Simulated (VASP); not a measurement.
## In2Bi: single point with LDA

Crystal: In2Bi.

```
In Bi
1.0
     5.33553    0.00000    0.00000
    -2.66776    4.62070    0.00000
     0.00000    0.00000    6.37223
In Bi
4 2
Direct
  0.00000 0.00000 0.00000
  0.00000 0.00000 0.50000
  0.33333 0.66667 0.75000
  0.66667 0.33333 0.25000
  0.33333 0.66667 0.25000
  0.66667 0.33333 0.75000
```

- Program: VASP 6.6.1
- Task: single point
- Functional: LDA
- Potentials or basis: VASP PAW LDA potentials, release 64 (In_d, Bi_d)
- Cutoff: 520 eV
- k mesh: 5 × 5 × 4
- Occupations: gaussian, width 0.05 eV
- Spin: no spin polarisation
- Dipole correction: no
- Further INCAR settings: ALGO = Normal; EDIFF = 1e-06; NBANDS = 50

```json
{"Pressure": "1.6 GPa", "Band gap on the k mesh": "zero (band 41 reaches 9.21 eV, above the bottom of band 42 at 7.30 eV)"}
```

Stress tensor (GPa, compression positive):
```
-0.12  0.00  0.00
 0.00 -0.12  0.00
 0.00  0.00  4.94
```

Levels at points of the mesh, in eV from the Fermi level:
```
           k point  band 38  band 39  band 40  band 41  band 42  band 43  band 44  band 45
(0.00, 0.00, 0.00)    -2.03    -2.03    -1.82    -0.72    -0.26    -0.26     0.11     0.20
(0.00, 0.00, 0.50)    -2.00    -2.00    -2.00    -0.87    -0.87    -0.46    -0.46    -0.46
```

Wall time 2.8 min on 1 thread of Intel Xeon 6975P-C, with other jobs on the host, peak memory 0.26 GiB.

Caveat: spin-orbit coupling is left out, which moves the levels of the heavy elements.
